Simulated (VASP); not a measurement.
# Ni (Fm-3m) in VASP: notebook

Ni is run at these levels: LDA; tasks: single point.

Program: VASP 6.6.1. These are calculated values, not measurements. Logs are shortened: lines on timing, memory, paths and dates and some standing lists are left out, and cuts for length are marked.

### 1 The cell of the first run

It takes space group Fm-3m (No. 225, cubic). The conventional cell has a = 3.424 Å, b = 3.424 Å, c = 3.424 Å, α = 90.00°, β = 90.00°, γ = 90.00°. Ni (site symmetry m-3m) has 12 Ni at 2.42 Å within 3.2 Å.

### 2 Single point, LDA

INCAR

```
SYSTEM = Ni
PREC = Accurate
ENCUT = 520
EDIFF = 1E-6
ISMEAR = 0
SIGMA = 0.05
LREAL = .FALSE.
LASPH = .TRUE.
NELM = 80
ALGO = Normal
ISIF = 2
LWAVE = .FALSE.
LCHARG = .FALSE.
NBANDS = 11
```

KPOINTS

```
Automatic mesh
0
G
  20 20 20
  0 0 0
```

POSCAR

```
Ni
1.0
    0.0000000000      1.7121051126      1.7121051126
    1.7121051126      0.0000000000      1.7121051126
    1.7121051126      1.7121051126      0.0000000000
Ni
1
Direct
    0.0000000000      0.0000000000      0.0000000000
```

Potentials or basis: VASP PAW LDA potentials, release 64 (Ni).

Command:

```bash
cat potpaw_LDA.64/Ni/POTCAR > POTCAR
mpirun -np 1 vasp_std > vasp.out
```

OUTCAR:

```text
SYSTEM = Ni
   PREC = Accurate
   ENCUT = 520
   EDIFF = 1E-6
   ISMEAR = 0
   LREAL = .FALSE.
   LASPH = .TRUE.
   NELM = 80
   ISIF = 2

 ion  position               nearest neighbor table
   1  0.000  0.000  0.000-

  LATTYP: Found a face centered cubic cell.
 ALAT       =     3.4242102252

  Lattice vectors:

 A1 = (   0.0000000000,   1.7121051126,   1.7121051126)
 A2 = (   1.7121051126,   0.0000000000,   1.7121051126)
 A3 = (   1.7121051126,   1.7121051126,   0.0000000000)

Analysis of symmetry for initial positions (statically):
=====================================================================
 Subroutine PRICEL returns:
 Original cell was already a primitive cell.

 Routine SETGRP: Setting up the symmetry group for a
 face centered cubic supercell.

 Subroutine GETGRP returns: Found 48 space group operations
 (whereof 48 operations were pure point group operations)
 out of a pool of 48 trial point group operations.

The static configuration has the point symmetry O_h .

Analysis of symmetry for dynamics (positions and initial velocities):
=====================================================================
 Subroutine PRICEL returns:
 Original cell was already a primitive cell.

 Routine SETGRP: Setting up the symmetry group for a
 face centered cubic supercell.

 Subroutine GETGRP returns: Found 48 space group operations
 (whereof 48 operations were pure point group operations)
 out of a pool of 48 trial point group operations.

The dynamic configuration has the point symmetry O_h .

 Subroutine INISYM returns: Found 48 space group operations
 (whereof 48 operations are pure point group operations),
 and found     1 'primitive' translations

----------------------------------------------------------------------------------------

                                     Primitive cell

  volume of cell :      10.0374

  direct lattice vectors                    reciprocal lattice vectors
     0.000000000  1.712105113  1.712105113    -0.292038144  0.292038144  0.292038144
     1.712105113  0.000000000  1.712105113     0.292038144 -0.292038144  0.292038144
     1.712105113  1.712105113  0.000000000     0.292038144  0.292038144 -0.292038144

  length of vectors
     2.421282270  2.421282270  2.421282270     0.505824904  0.505824904  0.505824904

  position of ions in fractional coordinates (direct lattice)
     0.000000000  0.000000000  0.000000000

  ion indices of the primitive-cell ions
   primitive index   ion index
                 1           1

[... 75 lines left out ...]
   IBRION =     -1    ionic relax: 0-MD 1-quasi-New 2-CG
   NFREE  =      0    steps in history (QN), initial steepest desc. (CG)
   ISIF   =      2    stress and relaxation
   ISYM   =      2    0-nonsym 1-usesym 2-fastsym
   POTIM  = 0.5000    time-step for ionic-motion
   TEBEG  =    0.0;   TEEND  =   0.0 temperature during run
   PSTRESS=    0.0 pullay stress
   NELECT =      10.0000    total number of electrons
   NUPDOWN=      -1.0000    fix difference up-down
   EMIN   =  10.00;   EMAX   =-10.00  energy-range for DOS
   EFERMI =   0.00;   METHOD = LEGACY
   ISMEAR =     0;   SIGMA  =   0.05  broadening in eV -4-tet -1-fermi 0-gaus
   EFERMI_NEDOS =   21; number of points for ismear=-14 and -15
   IALGO  =     38    algorithm
   IMIX   =      4    mixing-type and parameters
     AMIX     =   0.40;   BMIX     =  1.00
     AMIX_MAG =   1.60;   BMIX_MAG =  1.00
  volume/ion in A,a.u.               =      10.04        67.74
  Fermi-wavevector in a.u.,A,eV,Ry     =   1.635063  3.089820 36.374223  2.673430
  Thomas-Fermi vector in A             =   2.726598
   LORBIT       =      0    0 simple, 1 ext, 2 COOP (PROOUT), +10 PAW based schemes
   GGA     = CA    functional components
   LHFCALC =     F    Hartree Fock is set to
   AEXX    =    0.0000 exact exchange contribution
   IVDW    =     0    specifies the selected vdW correction
   LEPSILON=     F    determine dielectric tensor
   LRPA    =     F    only Hartree local field effects (RPA)
 non-spin polarized calculation
 Gauss-broadening in eV      SIGMA  =   0.05
  energy-cutoff  :      520.00
  volume of cell :       10.04
 maximum number of plane-waves:       290
 NGX is ok and might be reduce to    18
   NGX =  9   NGY =  9   NGZ =  9

 number of electron      10.0000000 magnetization

 number of electron       9.9999991 magnetization

 Free energy of the ion-electron system (eV)
  ---------------------------------------------------
  ext. energy  EPLUGINS =         0.00000000
  ---------------------------------------------------
  free energy    TOTEN  =        -6.54480356 eV

  energy without entropy =       -6.54008095  energy(sigma->0) =       -6.54244225

 E-fermi :  10.0647     XC(G=0): -14.0964

 val. band max:       10.0604227870   @ k =  -0.3500   0.0500   0.0000
 cond. band min:      10.0647360593   @ k =  -0.4500   0.2500   0.0500
 fundamental gap:      0.0043132723
 Fermi energy:        10.0646567535

 k-point     1 :       0.0000    0.0000    0.0000
  band No.  band energies     occupation
      1       0.6902      2.00000
      2       7.9706      2.00000
      3       7.9706      2.00000
      4       7.9706      2.00000
      5       9.2500      2.00000
      6       9.2500      2.00000
      7      34.6701      0.00000
      8      39.1033      0.00000
      9      39.1033      0.00000
     10      39.1033      0.00000
     11      42.4272      0.00000
[... 309 lines left out ...]
 k-point    24 :      -0.3500    0.0500    0.0000
  band No.  band energies     occupation
      1       4.7647      2.00000
      2       8.0148      2.00000
      3       8.0734      2.00000
      4       8.0799      2.00000
      5       9.6865      2.00000
      6      10.0604      1.09532
      7      20.2090      0.00000
      8      32.8607      0.00000
      9      35.4468      0.00000
     10      37.6291      0.00000
     11      39.5734      0.00000

 [... further k-points ...]
[... 5 lines left out ...]
  --------------------------------------------------------------------------------------
  -------------------------------------------------------------------------------------
  Total       -0.0966225     -0.0966225     -0.0966225      0.0000000     -0.0000000      0.0000000
  in kB      -15.4229586    -15.4229586    -15.4229586      0.0000000     -0.0000000      0.0000000
  external PRESSURE =     -15.4229586 kB  Pullay stress =       0.0000000 kB

 VOLUME and BASIS-vectors are now :
 -----------------------------------------------------------------------------
  energy-cutoff  :      520.00
  volume of cell :       10.04
      direct lattice vectors                 reciprocal lattice vectors
     0.000000000  1.712105113  1.712105113    -0.292038144  0.292038144  0.292038144
     1.712105113  0.000000000  1.712105113     0.292038144 -0.292038144  0.292038144
     1.712105113  1.712105113  0.000000000     0.292038144  0.292038144 -0.292038144

 POSITION                                       TOTAL-FORCE (eV/Angst)
 -----------------------------------------------------------------------------------
      0.00000      0.00000      0.00000        -0.000000     -0.000000     -0.000000
 -----------------------------------------------------------------------------------
    total drift:                                0.000000      0.000000      0.000000

  FREE ENERGIE OF THE ION-ELECTRON SYSTEM (eV)
  ---------------------------------------------------
  free  energy   TOTEN  =        -6.5448035619 eV

  energy  without entropy=       -6.5400809466  energy(sigma->0) =       -6.54244225
```

OSZICAR:

```text
N       E                     dE             d eps       ncg     rms          rms(c)
DAV:   1     0.283793787824E+02    0.28379E+02   -0.49756E+03  5780   0.128E+03
DAV:   2    -0.671214407195E+01   -0.35092E+02   -0.33287E+02  5849   0.176E+02
DAV:   3    -0.766829743558E+01   -0.95615E+00   -0.94824E+00  6315   0.338E+01
DAV:   4    -0.767569122148E+01   -0.73938E-02   -0.73916E-02  6342   0.267E+00
DAV:   5    -0.767582968086E+01   -0.13846E-03   -0.13846E-03  6399   0.348E-01    0.108E+01
DAV:   6    -0.687084856418E+01    0.80498E+00   -0.14923E+01  6856   0.559E+01    0.551E+00
DAV:   7    -0.656942262582E+01    0.30143E+00   -0.24160E+00  6778   0.212E+01    0.196E+00
DAV:   8    -0.654716781332E+01    0.22255E-01   -0.28028E-02  8253   0.157E+00    0.531E-01
DAV:   9    -0.654480208811E+01    0.23657E-02   -0.21005E-03  8249   0.322E-01    0.484E-02
DAV:  10    -0.654480008464E+01    0.20035E-05   -0.38815E-05  7843   0.501E-02    0.377E-02
DAV:  11    -0.654480356477E+01   -0.34801E-05   -0.11058E-06  4934   0.136E-02    0.252E-03
DAV:  12    -0.654480356193E+01    0.28440E-08   -0.74763E-08  3089   0.228E-03
   1 F= -.65448036E+01 E0= -.65424423E+01  d E =-.472262E-02
```

Run time: 14 s. Hardware: 1 thread of Intel Xeon Platinum 8375C at 2.90GHz (Ice Lake), shared host; peak memory 0.13 GiB.

What came out:

```
Free energy            : -6.5448 eV
Pressure               : -1.5 GPa
Band gap on the k mesh : zero (band 5 reaches 10.27 eV, above the bottom of band 6 at 9.20 eV)
```

Levels at points of the mesh, in eV from the Fermi level:
```csv
k point,band 2,band 3,band 4,band 5,band 6,band 7,band 8,band 9
"(0.00, 0.00, 0.00)",-2.09,-2.09,-2.09,-0.81,-0.81,24.61,29.04,29.04
"(0.50, 0.00, 0.00)",-2.13,-2.13,-0.23,0.01,0.01,6.67,23.08,26.21
"(0.50, 0.50, 0.00)",-4.16,0.01,0.20,0.20,2.69,10.33,15.73,15.73
```

Caveat: the run has no spin polarisation, though such a crystal can be magnetic. Spin polarisation is off, so any magnetic state and its effect on volume and gap are missing.

### 3 Single point, LDA, collinear spin, ferromagnetic start

This run uses another cell than the first one, of 9.81 Å³/atom, 0.978 times its volume.

INCAR

```
PREC = Accurate ; ENCUT = 520
EDIFF = 1E-6 ; ISMEAR = 0
SIGMA = 0.05 ; LREAL = False
LASPH = True ; NELM = 150
ALGO = Normal ; ISIF = 2
LWAVE = False ; LCHARG = False
ISPIN = 2 ; MAGMOM = 0.72
LORBIT = 11 ; LMAXMIX = 4
GGA = CA ; NBANDS = 15
```

KPOINTS

```
Automatic mesh
0
Gamma
  20 20 20
```

POSCAR

```
Ni
1.0
    0.0000000000      1.6992613169      1.6992613169
    1.6992613169      0.0000000000      1.6992613169
    1.6992613169      1.6992613169      0.0000000000
Ni
1
Direct
    0.0000000000      0.0000000000      0.0000000000
```

Potentials or basis: VASP PAW LDA potentials, release 64 (Ni).

Command:

```bash
cat potpaw_LDA.64/Ni/POTCAR > POTCAR
mpirun -np 1 vasp_std > vasp.out
```

Wall time 46 s (1 thread of Intel Xeon Platinum 8375C at 2.90GHz (Ice Lake), shared host); peak memory 0.16 GiB.

The run converged. Its results:

```
Free energy                                           : -6.5761 eV
Pressure                                              : 5.8 GPa
Net moment                                            : 0.61 μB per cell
Site moments                                          : Ni +0.60 μB
Valence electrons inside the program's atomic spheres : Ni 9.52
```

Levels at points of the mesh, in eV from the Fermi level:
Spin up:
| k point | band 3 | band 4 | band 5 | band 6 | band 7 | band 8 |
| --- | --- | --- | --- | --- | --- | --- |
| (0.00, 0.00, 0.00) | -2.65 | -2.65 | -1.31 | -1.31 | 24.63 | 29.22 |
| (0.50, 0.00, 0.00) | -2.66 | -0.50 | -0.50 | -0.45 | 6.49 | 23.11 |
| (0.50, 0.50, 0.00) | -0.47 | -0.31 | -0.31 | 2.51 | 10.23 | 15.75 |
Spin down:
```csv
k point,band 1,band 2,band 3,band 4,band 5,band 6,band 7,band 8,band 9,band 10
"(0.00, 0.00, 0.00)",-9.68,-2.03,-2.03,-2.03,-0.74,-0.74,24.63,29.27,29.27,29.27
"(0.50, 0.00, 0.00)",-5.02,-2.10,-2.10,-0.41,0.16,0.16,6.88,23.09,26.52,26.52
"(0.50, 0.50, 0.00)",-4.93,-4.22,0.13,0.40,0.40,2.58,10.52,15.83,15.83,21.41
```

### 4 Single point, LDA, collinear spin, ferromagnetic start

INCAR

```
PREC = Accurate
ENCUT = 520
EDIFF = 1E-7
ISMEAR = 0
SIGMA = 0.05
LREAL = False
LASPH = True
NELM = 150
ALGO = Normal
ISIF = 2
LWAVE = False
LCHARG = False
ISPIN = 2
MAGMOM = 0.7
LORBIT = 11
LMAXMIX = 4
NBANDS = 15
```

KPOINTS is that of step 3.

POSCAR

```
Ni
1.0
    0.0000000000      1.7121051126      1.7121051126
    1.7121051126      0.0000000000      1.7121051126
    1.7121051126      1.7121051126      0.0000000000
Ni
1
Direct
    0.0000000000      0.0000000000      0.0000000000
```

Potentials or basis: VASP PAW LDA potentials, release 64 (Ni).

Command:

```bash
cat potpaw_LDA.64/Ni/POTCAR > POTCAR
mpirun -np 1 vasp_std > vasp.out
```

OUTCAR:

```text
PREC = Accurate
   ENCUT = 520
   EDIFF = 1E-7
   ISMEAR = 0
   LREAL = False
   LASPH = True
   NELM = 150
   ISIF = 2
   ISPIN = 2
   LORBIT = 11

 ion  position               nearest neighbor table
   1  0.000  0.000  0.000-

  LATTYP: Found a face centered cubic cell.
 ALAT       =     3.4242102252

  Lattice vectors:

 A1 = (   0.0000000000,   1.7121051126,   1.7121051126)
 A2 = (   1.7121051126,   0.0000000000,   1.7121051126)
 A3 = (   1.7121051126,   1.7121051126,   0.0000000000)

Analysis of symmetry for initial positions (statically):
=====================================================================
 Subroutine PRICEL returns:
 Original cell was already a primitive cell.

 Routine SETGRP: Setting up the symmetry group for a
 face centered cubic supercell.

 Subroutine GETGRP returns: Found 48 space group operations
 (whereof 48 operations were pure point group operations)
 out of a pool of 48 trial point group operations.

The static configuration has the point symmetry O_h .

Analysis of symmetry for dynamics (positions and initial velocities):
=====================================================================
 Subroutine PRICEL returns:
 Original cell was already a primitive cell.

 Routine SETGRP: Setting up the symmetry group for a
 face centered cubic supercell.

 Subroutine GETGRP returns: Found 48 space group operations
 (whereof 48 operations were pure point group operations)
 out of a pool of 48 trial point group operations.

The dynamic configuration has the point symmetry O_h .

Analysis of structural, dynamic, and magnetic symmetry:
=====================================================================
 Subroutine PRICEL returns:
 Original cell was already a primitive cell.

 Routine SETGRP: Setting up the symmetry group for a
 face centered cubic supercell.

 Subroutine GETGRP returns: Found 48 space group operations
 (whereof 48 operations were pure point group operations)
 out of a pool of 48 trial point group operations.

The overall configuration has the point symmetry O_h .

 Subroutine INISYM returns: Found 48 space group operations
 (whereof 48 operations are pure point group operations),
 and found     1 'primitive' translations

[... 154 lines left out ...]
      1       0.6675      1.00000
      2       7.6517      1.00000
      3       7.6517      1.00000
      4       7.6517      1.00000
      5       8.9467      1.00000
      6       8.9467      1.00000
      7      34.6788      0.00000
      8      39.0786      0.00000
      9      39.0786      0.00000
     10      39.0786      0.00000
     11      42.3398      0.00000
     12      42.3398      0.00000
     13      42.3398      0.00000
     14      45.3084      0.00000
[... 403 lines left out ...]
      4       7.9005      1.00000
      5       9.3536      1.00000
      6       9.7417      1.00000
      7      20.0744      0.00000
      8      32.8354      0.00000
      9      35.4057      0.00000
     10      37.5602      0.00000
     11      39.5087      0.00000
     12      41.4181      0.00000
     13      46.0125      0.00000
     14      52.9245      0.00000
     15      54.0147      0.00000

 [... further k-points ...]

 spin component 2

 k-point     1 :       0.0000    0.0000    0.0000
  band No.  band energies     occupation
      1       0.7159      1.00000
      2       8.2706      1.00000
      3       8.2706      1.00000
      4       8.2706      1.00000
      5       9.5180      1.00000
      6       9.5180      1.00000
      7      34.6694      0.00000
      8      39.1284      0.00000
      9      39.1284      0.00000
     10      39.1284      0.00000
     11      42.5150      0.00000
     12      42.5150      0.00000
     13      42.5150      0.00000
     14      45.2920      0.00000
[... 403 lines left out ...]
      4       8.3494      1.00000
      5       9.9926      1.00000
      6      10.3557      0.00020
      7      20.3415      0.00000
      8      32.8883      0.00000
      9      35.4905      0.00000
     10      37.6972      0.00000
     11      39.6359      0.00000
     12      41.5266      0.00000
     13      46.1516      0.00000
     14      53.0538      0.00000
     15      54.6026      0.00000

 [... further k-points ...]
[... 5 lines left out ...]
  --------------------------------------------------------------------------------------
  -------------------------------------------------------------------------------------
  Total       -0.0140540     -0.0140540     -0.0140540     -0.0000000      0.0000000      0.0000000
  in kB       -2.2433104     -2.2433104     -2.2433104     -0.0000000      0.0000000      0.0000000
  external PRESSURE =      -2.2433104 kB  Pullay stress =       0.0000000 kB

 VOLUME and BASIS-vectors are now :
 -----------------------------------------------------------------------------
  energy-cutoff  :      520.00
  volume of cell :       10.04
      direct lattice vectors                 reciprocal lattice vectors
     0.000000000  1.712105113  1.712105113    -0.292038144  0.292038144  0.292038144
     1.712105113  0.000000000  1.712105113     0.292038144 -0.292038144  0.292038144
     1.712105113  1.712105113  0.000000000     0.292038144  0.292038144 -0.292038144

 POSITION                                       TOTAL-FORCE (eV/Angst)
 -----------------------------------------------------------------------------------
      0.00000      0.00000      0.00000        -0.000000     -0.000000     -0.000000
 -----------------------------------------------------------------------------------
    total drift:                                0.000000     -0.000000     -0.000000

  FREE ENERGIE OF THE ION-ELECTRON SYSTEM (eV)
  ---------------------------------------------------
  free  energy   TOTEN  =        -6.5799730366 eV

  energy  without entropy=       -6.5780864450  energy(sigma->0) =       -6.57902974

 total charge

# of ion       s       p       d       tot
------------------------------------------
    1        0.536   0.572   8.366   9.474

 magnetization (x)

# of ion       s       p       d       tot
------------------------------------------
    1       -0.005  -0.019   0.629   0.606
```

stdout:

```text
POSCAR found type information on POSCAR Ni
 POSCAR found :  1 types and       1 ions
 scaLAPACK will be used
 LDA part: xc-table for (Slater(with rela. corr.)+CA(PZ))
 , standard interpolation
 POSCAR, INCAR and KPOINTS ok, starting setup
 FFT: planning ... GRIDC
 FFT: planning ... GRID_SOFT
 FFT: planning ... GRID
 WAVECAR not read
 entering main loop
```

Wall time 49 s (1 thread of Intel Xeon Platinum 8375C at 2.90GHz (Ice Lake), shared host); peak memory 0.16 GiB.

What came out:

```
Free energy                                           : -6.5800 eV
Pressure                                              : -0.2 GPa
Net moment                                            : 0.61 μB per cell
Site moments                                          : Ni +0.61 μB
Valence electrons inside the program's atomic spheres : Ni 9.47
```

(Part 1 of 2 ends here.)
